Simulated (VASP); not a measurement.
MoWSe3, 5 atoms in the cell. It takes space group Pm-3m (No. 221, cubic). The conventional cell has a = 4.827 Å, b = 4.827 Å, c = 4.827 Å, α = 90.00°, β = 90.00°, γ = 90.00°. Mo (site symmetry m-3m) has 6 Se at 2.41 Å within 3.2 Å. Within 4.5 Å of W (site symmetry m-3m) lie 12 Se at 3.41 Å and 8 Mo at 4.18 Å. Within 3.2 Å of Se (site symmetry 4/mmm) lie 2 Mo at 2.41 Å. 

* Program: VASP 6.6.1
* Task: single point
* Functional: PBE
* Potentials or basis: VASP PAW PBE potentials, release 64 (Mo_sv, W_sv, Se)
* Cutoff: 520 eV
* k mesh: 4 × 4 × 4
* Occupations: gaussian, width 0.1 eV
* Spin: no spin polarisation
* Dipole correction: no
* Further INCAR settings: ALGO = Normal; EDIFF = 1e-06; NBANDS = 31

Potentials or basis: VASP PAW PBE potentials, release 64 (Mo_sv, W_sv, Se).

Command:

```console
$ cat potpaw_PBE.64/Mo_sv/POTCAR potpaw_PBE.64/W_sv/POTCAR potpaw_PBE.64/Se/POTCAR > POTCAR
$ mpirun -np 1 vasp_std > vasp.out
```

Hardware: 1 thread of Intel(R) Xeon(R) Platinum 8559C (Emerald Rapids), with other jobs on the host.

Problem. Estimate the wall time of this run.

Solution. Wall time 35 s on 1 thread of Intel(R) Xeon(R) Platinum 8559C (Emerald Rapids), with other jobs on the host, peak memory 0.22 GiB. Counts: scf iterations 16, k points 10.
